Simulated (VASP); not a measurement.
# MgO (Fm-3m) in VASP: a series of runs

Runs on MgO. Level: PBE. Tasks: single point.

Program: VASP 6.6.1. These are calculated values, not measurements. Logs are shortened: lines on timing, memory, paths and dates and some standing lists are left out, and cuts for length are marked.

**Measured values to compare with.**

“Electronic structure of alkaline earth and post-transition metal oxides”, 2009, arxiv:0908.1581 quotes, for a bulk crystal of MgO: band gap 7.83 eV.

The runs below are set against these values where they give the same quantity.

### Step 1. The cell of the first run

It takes space group Fm-3m (No. 225, cubic). Conventional cell: a = 4.254 Å, b = 4.254 Å, c = 4.254 Å, α = 90.00°, β = 90.00°, γ = 90.00°. Mg (site symmetry m-3m) has 6 O at 2.13 Å within 2.8 Å. Within 2.8 Å of O (site symmetry m-3m) lie 6 Mg at 2.13 Å.

### Step 2. Single point, PBE

Contents of INCAR:

```
PREC     = Accurate       # precision mode
ENCUT    = 520            # plane-wave cutoff, eV
EDIFF    = 1E-6           # SCF threshold, eV
ISMEAR   = 0              # smearing method
SIGMA    = 0.05           # smearing width, eV
LREAL    = False          # projectors in reciprocal space
LASPH    = True           # aspherical terms in the spheres
NELM     = 100            # most SCF steps
ALGO     = Normal         # electronic algorithm
ISIF     = 2              # what is computed and relaxed
LWAVE    = False          # write WAVECAR
LCHARG   = False          # write CHGCAR
GGA      = PE             # functional
NBANDS   = 11             # bands
```

Contents of KPOINTS:

```
Automatic mesh
0
Gamma
  10 10 10
```

Contents of POSCAR:

```
MgO
1.0
    0.0000000000      2.1269229054      2.1269229054
    2.1269229054      0.0000000000      2.1269229054
    2.1269229054      2.1269229054      0.0000000000
Mg O
1 1
Direct
    0.0000000000      0.0000000000      0.0000000000
    0.5000000000      0.5000000000      0.5000000000
```

Potentials or basis: VASP PAW PBE potentials, release 64 (Mg, O).

Launch:

```sh
cat potpaw_PBE.64/Mg/POTCAR potpaw_PBE.64/O/POTCAR > POTCAR
mpirun -np 1 vasp_std > vasp.out
```

OUTCAR:

```text
PREC = Accurate
   ENCUT = 520
   EDIFF = 1E-6
   ISMEAR = 0
   LREAL = False
   LASPH = True
   NELM = 100
   ISIF = 2
   GGA = PE

 ion  position               nearest neighbor table
   1  0.000  0.000  0.000-   2 2.13   2 2.13   2 2.13   2 2.13   2 2.13   2 2.13
   2  0.500  0.500  0.500-   1 2.13   1 2.13   1 2.13   1 2.13   1 2.13   1 2.13

  LATTYP: Found a face centered cubic cell.
 ALAT       =     4.2538458108

  Lattice vectors:

 A1 = (   0.0000000000,   2.1269229054,   2.1269229054)
 A2 = (   2.1269229054,   0.0000000000,   2.1269229054)
 A3 = (   2.1269229054,   2.1269229054,   0.0000000000)

Analysis of symmetry for initial positions (statically):
=====================================================================
 Subroutine PRICEL returns:
 Original cell was already a primitive cell.

 Routine SETGRP: Setting up the symmetry group for a
 face centered cubic supercell.

 Subroutine GETGRP returns: Found 48 space group operations
 (whereof 48 operations were pure point group operations)
 out of a pool of 48 trial point group operations.

The static configuration has the point symmetry O_h .

Analysis of symmetry for dynamics (positions and initial velocities):
=====================================================================
 Subroutine PRICEL returns:
 Original cell was already a primitive cell.

 Routine SETGRP: Setting up the symmetry group for a
 face centered cubic supercell.

 Subroutine GETGRP returns: Found 48 space group operations
 (whereof 48 operations were pure point group operations)
 out of a pool of 48 trial point group operations.

The dynamic configuration has the point symmetry O_h .

 Subroutine INISYM returns: Found 48 space group operations
 (whereof 48 operations are pure point group operations),
 and found     1 'primitive' translations

----------------------------------------------------------------------------------------

                                     Primitive cell

  volume of cell :      19.2436

  direct lattice vectors                    reciprocal lattice vectors
     0.000000000  2.126922905  2.126922905    -0.235081393  0.235081393  0.235081393
     2.126922905  0.000000000  2.126922905     0.235081393 -0.235081393  0.235081393
     2.126922905  2.126922905  0.000000000     0.235081393  0.235081393 -0.235081393

  length of vectors
     3.007923219  3.007923219  3.007923219     0.407172917  0.407172917  0.407172917

  position of ions in fractional coordinates (direct lattice)
     0.000000000  0.000000000  0.000000000
     0.500000000  0.500000000  0.500000000

  ion indices of the primitive-cell ions
   primitive index   ion index
                 1           1
[... 85 lines left out ...]
   NUPDOWN=      -1.0000    fix difference up-down
   EMIN   =  10.00;   EMAX   =-10.00  energy-range for DOS
   EFERMI =   0.00;   METHOD = LEGACY
   ISMEAR =     0;   SIGMA  =   0.05  broadening in eV -4-tet -1-fermi 0-gaus
   EFERMI_NEDOS =   21; number of points for ismear=-14 and -15
   IALGO  =     38    algorithm
   IMIX   =      4    mixing-type and parameters
     AMIX     =   0.40;   BMIX     =  1.00
     AMIX_MAG =   1.60;   BMIX_MAG =  1.00
  volume/ion in A,a.u.               =       9.62        64.93
  Fermi-wavevector in a.u.,A,eV,Ry     =   1.221827  2.308918 20.311613  1.492861
  Thomas-Fermi vector in A             =   2.356996
   LORBIT       =      0    0 simple, 1 ext, 2 COOP (PROOUT), +10 PAW based schemes
   GGA     = PE    functional components
   LHFCALC =     F    Hartree Fock is set to
   AEXX    =    0.0000 exact exchange contribution
   IVDW    =     0    specifies the selected vdW correction
   LEPSILON=     F    determine dielectric tensor
   LRPA    =     F    only Hartree local field effects (RPA)
 non-spin polarized calculation
 Gauss-broadening in eV      SIGMA  =   0.05
  energy-cutoff  :      520.00
  volume of cell :       19.24
 maximum number of plane-waves:       534
 NGX is ok and might be reduce to    24

 number of electron       8.0000004 magnetization

 Free energy of the ion-electron system (eV)
  ---------------------------------------------------
  ext. energy  EPLUGINS =         0.00000000
  ---------------------------------------------------
  free energy    TOTEN  =       -11.91167834 eV

  energy without entropy =      -11.91167834  energy(sigma->0) =      -11.91167834

 E-fermi :   3.3068     XC(G=0): -10.9392

 val. band max:        2.9683244232   @ k =   0.0000   0.0000   0.0000
 cond. band min:       7.4118536333   @ k =   0.0000   0.0000   0.0000
 fundamental gap:      4.4435292101
 Fermi energy:         3.3067631396

 k-point     1 :       0.0000    0.0000    0.0000
  band No.  band energies     occupation
      1     -14.1460      2.00000
      2       2.9683      2.00000
      3       2.9683      2.00000
      4       2.9683      2.00000
      5       7.4119      0.00000
      6      18.5998      0.00000
      7      18.5998      0.00000
      8      18.5998      0.00000
      9      22.4393      0.00000
     10      24.1795      0.00000
     11      24.1795      0.00000
[... 309 lines left out ...]
 k-point    24 :       0.4000    0.3000    0.0000
  band No.  band energies     occupation
      1     -12.9745      2.00000
      2      -0.5112      2.00000
      3       1.7078      2.00000
      4       1.9191      2.00000
      5      12.2512      0.00000
      6      13.0518      0.00000
      7      16.2570      0.00000
      8      20.7594      0.00000
      9      20.9610      0.00000
     10      27.4920      0.00000
     11      29.3564      0.00000

 [... further k-points ...]

------------------------ aborting loop because EDIFF is reached ----------------------------------------

  FORCE on cell =-STRESS in cart. coord.  units (eV):
  Direction    XX          YY          ZZ          XY          YZ          ZX
  --------------------------------------------------------------------------------------
  -------------------------------------------------------------------------------------
  Total       -0.0905401     -0.0905401     -0.0905401      0.0000000     -0.0000000     -0.0000000
  in kB       -7.5381771     -7.5381771     -7.5381771      0.0000000     -0.0000000     -0.0000000
  external PRESSURE =      -7.5381771 kB  Pullay stress =       0.0000000 kB

 VOLUME and BASIS-vectors are now :
 -----------------------------------------------------------------------------
  energy-cutoff  :      520.00
  volume of cell :       19.24
      direct lattice vectors                 reciprocal lattice vectors
     0.000000000  2.126922905  2.126922905    -0.235081393  0.235081393  0.235081393
     2.126922905  0.000000000  2.126922905     0.235081393 -0.235081393  0.235081393
     2.126922905  2.126922905  0.000000000     0.235081393  0.235081393 -0.235081393

 POSITION                                       TOTAL-FORCE (eV/Angst)
 -----------------------------------------------------------------------------------
      0.00000      0.00000      0.00000         0.000000      0.000000      0.000000
      2.12692      2.12692      2.12692         0.000000      0.000000      0.000000
 -----------------------------------------------------------------------------------
    total drift:                               -0.000000     -0.000000      0.000000

  FREE ENERGIE OF THE ION-ELECTRON SYSTEM (eV)
  ---------------------------------------------------
  free  energy   TOTEN  =       -11.9116783397 eV

  energy  without entropy=      -11.9116783397  energy(sigma->0) =      -11.91167834
```

OSZICAR:

```text
N       E                     dE             d eps       ncg     rms          rms(c)
DAV:   1     0.154818902826E+02    0.15482E+02   -0.45280E+03  1178   0.638E+02
DAV:   2    -0.127641737763E+02   -0.28246E+02   -0.26950E+02  1208   0.136E+02
DAV:   3    -0.134664689415E+02   -0.70230E+00   -0.70151E+00  1234   0.187E+01
DAV:   4    -0.134683619793E+02   -0.18930E-02   -0.18930E-02  1118   0.109E+00
DAV:   5    -0.134683677599E+02   -0.57806E-05   -0.57806E-05  1220   0.606E-02    0.719E+00
DAV:   6    -0.119309756510E+02    0.15374E+01   -0.90001E+00  1073   0.163E+01    0.227E+00
DAV:   7    -0.119177164304E+02    0.13259E-01   -0.61642E-02  1118   0.217E+00    0.135E+00
DAV:   8    -0.119121206322E+02    0.55958E-02   -0.30052E-02  1091   0.193E+00    0.251E-01
DAV:   9    -0.119116992637E+02    0.42137E-03   -0.62651E-04  1169   0.175E-01    0.141E-01
DAV:  10    -0.119116761593E+02    0.23104E-04   -0.54026E-04  1142   0.172E-01    0.826E-03
DAV:  11    -0.119116784939E+02   -0.23346E-05   -0.31735E-06  1187   0.142E-02    0.597E-03
DAV:  12    -0.119116783397E+02    0.15417E-06   -0.69974E-07   637   0.625E-03
   1 F= -.11911678E+02 E0= -.11911678E+02  d E =-.107077E-23
```

Wall time 7.3 s (1 thread of Intel Xeon 6975P-C, shared host); peak memory 0.14 GiB.

What came out:

- Free energy: -11.9117 eV
- Pressure: -0.8 GPa
- Band gap on the k mesh: 4.44 eV, direct

### Step 3. Single point, PBE

This run uses another cell than the first one: it holds 8 atoms, not 2.

Contents of INCAR:

```
SYSTEM = MgO
PREC = Accurate
ENCUT = 520
EDIFF = 1E-7
ISMEAR = 0
SIGMA = 0.05
LREAL = .False.
LASPH = .True.
NELM = 100
ALGO = Normal
ISIF = 2
LWAVE = .False.
LCHARG = .False.
GGA = PE
NBANDS = 26
```

Contents of KPOINTS:

```
Automatic mesh
0
Gamma
  6 6 6
  0 0 0
```

Contents of POSCAR:

```
MgO
1.0
    4.2538458108      0.0000000000      0.0000000000
    0.0000000000     -4.2538458108      0.0000000000
    0.0000000000      0.0000000000     -4.2538458108
Mg O
4 4
Direct
    0.0000000000      0.0000000000      0.0000000000
    0.5000000000      0.5000000000      0.0000000000
    0.5000000000      0.0000000000      0.5000000000
    0.0000000000      0.5000000000      0.5000000000
    0.5000000000      0.0000000000      0.0000000000
    0.0000000000      0.5000000000      0.0000000000
    0.0000000000      0.0000000000      0.5000000000
    0.5000000000      0.5000000000      0.5000000000
```

Potentials or basis: VASP PAW PBE potentials, release 64 (Mg, O).

Launch:

```sh
cat potpaw_PBE.64/Mg/POTCAR potpaw_PBE.64/O/POTCAR > POTCAR
mpirun -np 1 vasp_std > vasp.out
```

It took 33 s on 1 thread of Intel Xeon 6975P-C, shared host; peak memory 0.18 GiB.

The run converged. Its results:

```
Free energy            : -47.6468 eV
Pressure               : -0.7 GPa
Band gap on the k mesh : 4.44 eV
```

Levels at points of the mesh, in eV from the valence-band top:
```csv
k point,band 14,band 15,band 16,band 17,band 18,band 19
"(0.00, 0.00, 0.00)",0.00,0.00,0.00,4.44,9.08,9.08
"(0.50, 0.00, 0.00)",-0.71,-0.71,-0.71,7.77,7.77,11.09
"(0.50, 0.50, 0.00)",-0.62,-0.62,-0.62,9.21,9.21,9.21
"(0.50, 0.50, 0.50)",-0.62,-0.62,-0.62,7.71,7.71,7.71
```

### Step 4. How close it comes

Step 2. Against the measured gap of MgO, 7.83 eV (quoted in “Electronic structure of alkaline earth and post-transition metal oxides”, 2009, arxiv:0908.1581), the calculated 4.44 eV is off by -3.39 eV. The value is that of PBE, without temperature or zero-point motion. Semilocal functionals fall short of measured gaps as a rule.
